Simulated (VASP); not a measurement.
# Be12CO in VASP: single point with PBE+D3(BJ)

Aim: the single point of Be12CO with PBE+D3(BJ).

All numbers are computed with VASP 6.6.1; they aren't measurements. Logs are shortened: lines on timing, memory, paths and dates and some standing lists are left out, and cuts for length are marked.

### 1 The cell of the first run

The cell holds a slab with vacuum, 14 atoms: a = 4.580 Å, b = 4.580 Å, c = 14.588 Å, α = 90.00°, β = 90.00°, γ = 60.00°.

### 2 Single point, PBE+D3(BJ)

INCAR reads:

```
SYSTEM = Be12CO
PREC = Accurate
ENCUT = 1000
EDIFF = 1E-6
ISMEAR = -1
SIGMA = 0.1
LREAL = .False.
LASPH = .True.
NELM = 120
ALGO = Normal
ISIF = 2
LWAVE = .False.
LCHARG = .True.
GGA = PE
IVDW = 12
LELF = .True.
LVHAR = .True.
NBANDS = 30
GGA_COMPAT = .False.
NELMDL = -8
```

KPOINTS reads:

```
Automatic mesh
0
Gamma
  6 6 1
  0 0 0
```

POSCAR reads:

```
Be12CO
1.0
    4.5800000000      0.0000000000      0.0000000000
    2.2900000000      3.9663960000      0.0000000000
    0.0000000000      0.0000000000     14.5884300000
Be C O
12 1 1
Direct
    0.0000000000      0.0000000000      0.0685475000
    0.5000000000      0.0000000000      0.0685475000
    0.0000000000      0.5000000000      0.0685475000
    0.5000000000      0.5000000000      0.0685475000
   -0.1615387022      0.3307744345      0.1908732513
    0.3307400804      0.3307727981      0.1908723736
   -0.1666968646      0.8333550675      0.1898093338
    0.3307378610      0.8384945429      0.1908737851
    0.0007729799      0.0008228897      0.3134878861
    0.4983431612      0.0008291189      0.3134906524
    0.0007804931      0.4984018179      0.3134858900
    0.4999664006      0.5000203984      0.3081590402
    0.1665495832      0.1667789180      0.4062311777
    0.1665636477      0.1667917079      0.4873624637
```

Potentials or basis: VASP PAW PBE potentials, release 64 (Be, C_h, O_h).

On the command line:

```
$ cat potpaw_PBE.64/Be/POTCAR potpaw_PBE.64/C_h/POTCAR potpaw_PBE.64/O_h/POTCAR > POTCAR
$ mpirun -np 1 vasp_std > vasp.out
```

OUTCAR:

```text
SYSTEM = Be12CO
   PREC = Accurate
   ENCUT = 1000
   EDIFF = 1E-6
   ISMEAR = -1
   LREAL = .False.
   LASPH = .True.
   NELM = 120
   ISIF = 2
   GGA = PE
   IVDW = 12
   NELMDL = -8
 IVDW          = 12

 ion  position               nearest neighbor table
   1  0.000  0.000  0.069-   7 2.21   8 2.21   5 2.21   3 2.29   3 2.29   4 2.29   4 2.29   2 2.29
                             2 2.29
   2  0.500  0.000  0.069-   7 2.21   6 2.21   8 2.21   4 2.29   3 2.29   4 2.29   3 2.29   1 2.29
                             1 2.29
   3  0.000  0.500  0.069-   7 2.21   6 2.21   5 2.21   1 2.29   1 2.29   2 2.29   2 2.29   4 2.29
                             4 2.29
   4  0.500  0.500  0.069-   5 2.23   6 2.23   8 2.23   2 2.29   1 2.29   2 2.29   1 2.29   3 2.29
                             3 2.29
   5  0.838  0.331  0.191-  12 2.17   3 2.21   1 2.21  11 2.22   9 2.22   4 2.23   6 2.25   8 2.25
                             7 2.29   7 2.29   8 2.33   6 2.33
   6  0.331  0.331  0.191-  12 2.17   3 2.21   2 2.21  11 2.22  10 2.22   4 2.23   5 2.25   8 2.25
                             7 2.29   7 2.29   8 2.33   5 2.33
   7  0.833  0.833  0.190-   2 2.21   1 2.21   3 2.21   9 2.24  11 2.24  10 2.24   6 2.29   8 2.29
                             5 2.29   5 2.29   8 2.29   6 2.29
   8  0.331  0.838  0.191-  12 2.17   1 2.21   2 2.21  10 2.22   9 2.22   4 2.23   5 2.25   6 2.25
                             7 2.29   7 2.29   6 2.33   5 2.33
   9  0.001  0.001  0.313-  13 1.89   5 2.22   8 2.22   7 2.24  10 2.28  11 2.28  12 2.29  12 2.29
                            11 2.30  10 2.30
  10  0.498  0.001  0.313-  13 1.89   8 2.22   6 2.22   7 2.24  11 2.28   9 2.28  12 2.29  12 2.29
                             9 2.30  11 2.30
  11  0.001  0.498  0.313-  13 1.89   5 2.22   6 2.22   7 2.24  10 2.28   9 2.28  12 2.29  12 2.29
                             9 2.30  10 2.30
  12  0.500  0.500  0.308-   8 2.17   6 2.17   5 2.17  11 2.29  10 2.29   9 2.29   9 2.29  10 2.29
                            11 2.29
  13  0.167  0.167  0.406-  14 1.18  11 1.89   9 1.89  10 1.89
  14  0.167  0.167  0.487-  13 1.18

  LATTYP: Found a hexagonal cell.
 ALAT       =     4.5799996975
 C/A-ratio  =     3.1852469353

  Lattice vectors:

 A1 = (  -2.2900000000,  -3.9663960000,   0.0000000000)
 A2 = (   4.5800000000,   0.0000000000,   0.0000000000)
 A3 = (   0.0000000000,   0.0000000000,  14.5884300000)

Analysis of symmetry for initial positions (statically):
=====================================================================
 Subroutine PRICEL returns:
 Original cell was already a primitive cell.

 Routine SETGRP: Setting up the symmetry group for a
 hexagonal supercell.

 Subroutine GETGRP returns: Found  1 space group operations
 (whereof  1 operations were pure point group operations)
 out of a pool of 24 trial point group operations.

The static configuration has the point symmetry C_1 .

Analysis of symmetry for dynamics (positions and initial velocities):
=====================================================================
 Subroutine PRICEL returns:
 Original cell was already a primitive cell.

 Routine SETGRP: Setting up the symmetry group for a
 hexagonal supercell.

 Subroutine GETGRP returns: Found  1 space group operations
 (whereof  1 operations were pure point group operations)
 out of a pool of 24 trial point group operations.

The dynamic configuration has the point symmetry C_1 .

 Subroutine INISYM returns: Found  1 space group operations
 (whereof  1 operations are pure point group operations),
 and found     1 'primitive' translations

----------------------------------------------------------------------------------------

                                     Primitive cell

  volume of cell :     265.0148

  direct lattice vectors                    reciprocal lattice vectors
     4.580000000  0.000000000  0.000000000     0.218340611 -0.126059022  0.000000000
     2.290000000  3.966396000  0.000000000     0.000000000  0.252118044  0.000000000
     0.000000000  0.000000000 14.588430000     0.000000000  0.000000000  0.068547472

  length of vectors
     4.580000000  4.579999697 14.588430000     0.252118027  0.252118044  0.068547472

  position of ions in fractional coordinates (direct lattice)
     0.000000000  0.000000000  0.068547500
     0.500000000  0.000000000  0.068547500
     1.000000000  0.500000000  0.068547500
     0.500000000  0.500000000  0.068547500
     0.838461298  0.330774435  0.190873251
     0.330740080  0.330772798  0.190872374
     0.833303135  0.833355068  0.189809334
     0.330737861  0.838494543  0.190873785
     0.000772980  0.000822890  0.313487886
     0.498343161  0.000829119  0.313490652
     0.000780493  0.498401818  0.313485890
     0.499966401  0.500020398  0.308159040
     0.166549583  0.166778918  0.406231178
     0.166563648  0.166791708  0.487362464

  ion indices of the primitive-cell ions
   primitive index   ion index
                 1           1
                 2           2
                 3           3
                 4           4
                 5           5
                 6           6
                 7           7
                 8           8
                 9           9
                10          10
                11          11
                12          12
                13          13
                14          14

----------------------------------------------------------------------------------------

 KPOINTS: Automatic mesh

Automatic generation of k-mesh.
 Grid dimensions read from file:
 generate k-points for:    6    6    1

 Generating k-lattice:

  Cartesian coordinates                     Fractional coordinates (reciprocal lattice)
     0.036390102 -0.021009837  0.000000000     0.166666667 -0.000000000  0.000000000
     0.000000000  0.042019674  0.000000000     0.000000000  0.166666667  0.000000000
     0.000000000  0.000000000  0.068547472     0.000000000  0.000000000  1.000000000

  Length of vectors
     0.042019671  0.042019674  0.068547472

  Shift w.r.t. Gamma in fractional coordinates (k-lattice)
     0.000000000  0.000000000  0.000000000

 Subroutine IBZKPT returns following result:
 ===========================================

 Found     20 irreducible k-points:

 Following reciprocal coordinates:
            Coordinates               Weight
  0.000000  0.000000  0.000000      1.000000
  0.166667 -0.000000  0.000000      2.000000
  0.166667  0.166667  0.000000      2.000000
  0.000000  0.166667  0.000000      2.000000
  0.333333  0.000000  0.000000      2.000000
  0.333333  0.333333  0.000000      2.000000
[... 12 lines left out ...]
  0.500000 -0.333333  0.000000      2.000000
 -0.333333  0.333333  0.000000      2.000000
   k-points           NKPTS =     20   k-points in BZ     NKDIM =     20   number of bands    NBANDS=     30
   number of dos      NEDOS =    301   number of ions     NIONS =     14
   total plane-waves  NPLWV = 345600
   dimension x,y,z NGX =    48 NGY =   48 NGZ =  150
   dimension x,y,z NGXF=    96 NGYF=   96 NGZF=  300
   ions per type =              12   1   1
   NGX,Y,Z   is equivalent  to a cutoff of  17.42, 17.42, 17.09 a.u.
   NGXF,Y,Z  is equivalent  to a cutoff of  34.85, 34.85, 34.19 a.u.
 SYSTEM =  Be12CO
   PREC   = accura    normal or accurate (medium, high low for compatibility)
   ISTART =      0    job   : 0-new  1-cont  2-samecut
   ICHARG =      2    charge: 1-file 2-atom 10-const
   ISPIN  =      1    spin polarized calculation?
   LNONCOLLINEAR =      F non collinear calculations
   LSORBIT =      F    spin-orbit coupling
   LASPH  =      T    aspherical Exc in radial PAW
   ENCUT  = 1000.0 eV  73.50 Ry    8.57 a.u.  11.81 11.81 37.62*2*pi/ulx,y,z
   NELM   =    120;   NELMIN=  2; NELMDL= -8     # of ELM steps
   EDIFF  = 0.1E-05   stopping-criterion for ELM
   LREAL  =      F    real-space projection
   EDIFFG = 0.1E-04   stopping-criterion for IOM
   NSW    =      0    number of steps for IOM
   IBRION =     -1    ionic relax: 0-MD 1-quasi-New 2-CG
   NFREE  =      0    steps in history (QN), initial steepest desc. (CG)
   ISIF   =      2    stress and relaxation
   ISYM   =      2    0-nonsym 1-usesym 2-fastsym
   POTIM  = 0.5000    time-step for ionic-motion
   TEBEG  =    0.0;   TEEND  =   0.0 temperature during run
   PSTRESS=    0.0 pullay stress
   NELECT =      34.0000    total number of electrons
   NUPDOWN=      -1.0000    fix difference up-down
   EMIN   =  10.00;   EMAX   =-10.00  energy-range for DOS
   EFERMI =   0.00;   METHOD = LEGACY
   ISMEAR =    -1;   SIGMA  =   0.10  broadening in eV -4-tet -1-fermi 0-gaus
   EFERMI_NEDOS =   21; number of points for ismear=-14 and -15
   IALGO  =     38    algorithm
   IMIX   =      4    mixing-type and parameters
     AMIX     =   0.40;   BMIX     =  1.00
     AMIX_MAG =   1.60;   BMIX_MAG =  1.00
  volume/ion in A,a.u.               =      18.93       127.74
  Fermi-wavevector in a.u.,A,eV,Ry     =   0.825679  1.560307  9.275709  0.681745
  Thomas-Fermi vector in A             =   1.937579
   LORBIT       =      0    0 simple, 1 ext, 2 COOP (PROOUT), +10 PAW based schemes
   GGA     = PE    functional components
   LHFCALC =     F    Hartree Fock is set to
   AEXX    =    0.0000 exact exchange contribution
   IVDW    =    12    specifies the selected vdW correction
   LEPSILON=     F    determine dielectric tensor
   LRPA    =     F    only Hartree local field effects (RPA)
 non-spin polarized calculation
  energy-cutoff  :     1000.00
  volume of cell :      265.01
 maximum number of plane-waves:     19060
   NGX = 23   NGY = 23   NGZ = 75

 number of electron      34.0000001 magnetization

 Free energy of the ion-electron system (eV)
  ---------------------------------------------------
  ext. energy  EPLUGINS =         0.00000000
  ---------------------------------------------------
  free energy    TOTEN  =       -56.80117251 eV

  energy without entropy =      -56.74901562  energy(sigma->0) =      -56.77509407

 E-fermi :  -0.2051     XC(G=0):  -5.8788

 val. band max:       -0.4144205165   @ k =  -0.3333   0.3333   0.0000
 cond. band min:      -0.0424539226   @ k =   0.0000   0.5000   0.0000
 fundamental gap:      0.3719665939
 Fermi energy:        -0.2051113448

 k-point     1 :       0.0000    0.0000    0.0000
  band No.  band energies     occupation
      1     -23.5093      2.00000
      2     -11.3671      2.00000
      3      -9.7936      2.00000
      4      -7.9924      2.00000
      5      -6.8545      2.00000
      6      -6.7880      2.00000
[... 21 lines left out ...]
     28       5.0056      0.00000
     29       5.2172      0.00000

 k-point     2 :       0.1667   -0.0000    0.0000
  band No.  band energies     occupation
      1     -23.5079      2.00000
      2     -11.2865      2.00000
      3      -9.6434      2.00000
      4      -7.9138      2.00000
      5      -6.9757      2.00000
      6      -6.8129      2.00000
[... 568 lines left out ...]
 k-point    20 :      -0.3333    0.3333    0.0000
  band No.  band energies     occupation
      1     -23.5032      2.00000
      2     -10.9777      2.00000
      3      -8.0166      2.00000
      4      -7.9347      2.00000
      5      -7.8807      2.00000
      6      -7.0710      2.00000
[... 21 lines left out ...]
     28       6.5939      0.00000
     29       7.3205      0.00000
 [bands above 29 left out]

------------------------ aborting loop because EDIFF is reached ----------------------------------------

 Edisp (eV)   -2.94402

 E8    (eV) :    -1.0574

  FORCE on cell =-STRESS in cart. coord.  units (eV):
  Direction    XX          YY          ZZ          XY          YZ          ZX
  --------------------------------------------------------------------------------------
  -------------------------------------------------------------------------------------
  Total     -10.40987   -10.40981     0.07591    -0.00012    -0.00261     0.00207
  in kB     -62.93406   -62.93368     0.45895    -0.00071    -0.01576     0.01253
  external pressure =      -41.80 kB  Pullay stress =        0.00 kB

 VOLUME and BASIS-vectors are now :
 -----------------------------------------------------------------------------
  energy-cutoff  :     1000.00
  volume of cell :      265.01
      direct lattice vectors                 reciprocal lattice vectors
     4.580000000  0.000000000  0.000000000     0.218340611 -0.126059022  0.000000000
     2.290000000  3.966396000  0.000000000     0.000000000  0.252118044  0.000000000
     0.000000000  0.000000000 14.588430000     0.000000000  0.000000000  0.068547472

 POSITION                                       TOTAL-FORCE (eV/Angst)
 -----------------------------------------------------------------------------------
      0.00000      0.00000      1.00000         0.097385      0.056460     -0.000726
      2.29000      0.00000      1.00000        -0.097725      0.056434     -0.000779
      1.14500      1.98320      1.00000        -0.000173     -0.112469     -0.000746
      3.43500      1.98320      1.00000        -0.000115      0.000126     -0.024240
      4.59763      1.31198      2.78454        -0.001232      0.000599     -0.000928
      2.27226      1.31198      2.78453         0.001171      0.000632     -0.000855
      5.72491      3.30542      2.76902         0.000138     -0.000196      0.005493
      3.43493      3.32580      2.78455         0.000033     -0.001320     -0.000953
      0.00542      0.00326      4.57330        -0.005892     -0.003468     -0.000092
      2.28431      0.00329      4.57334         0.006232     -0.003580     -0.000361
      1.14491      1.97686      4.57327        -0.000105      0.007553     -0.000554
      3.43489      1.98328      4.49556         0.000112     -0.000088      0.007513
      1.14472      0.66151      5.92628         0.000293     -0.000365     -0.025461
      1.14481      0.66156      7.10985        -0.000120     -0.000320      0.042690
 -----------------------------------------------------------------------------------
    total drift:                                0.000016     -0.000041      0.000282

  FREE ENERGIE OF THE ION-ELECTRON SYSTEM (eV)
  ---------------------------------------------------
  free  energy   TOTEN  =       -59.7451920125 eV

  energy  without entropy=      -59.6930351243  energy(sigma->0) =      -59.71911357
```

Wall time 20 min (1 thread of AMD EPYC 7R43 (Zen 3), shared host); peak memory 0.83 GiB.

What came out:

- Free energy: -59.7452 eV
- Largest force: 0.113 eV/Å
- Band gap on the k mesh: 0.37 eV (least direct gap 0.39 eV)
- Dispersion energy per atom: -0.210 eV

Forces in eV/Å, atoms in the order of the input:
```
Be   0.097  0.056 -0.001
Be  -0.098  0.056 -0.001
Be   0.000 -0.112 -0.001
Be   0.000  0.000 -0.024
Be  -0.001  0.001 -0.001
Be   0.001  0.001 -0.001
Be   0.000  0.000  0.005
Be   0.000 -0.001 -0.001
Be  -0.006 -0.003  0.000
Be   0.006 -0.004  0.000
Be   0.000  0.008 -0.001
Be   0.000  0.000  0.008
C    0.000  0.000 -0.025
O    0.000  0.000  0.043
```

Caveat: there is no dipole correction, which matters where the two faces differ.
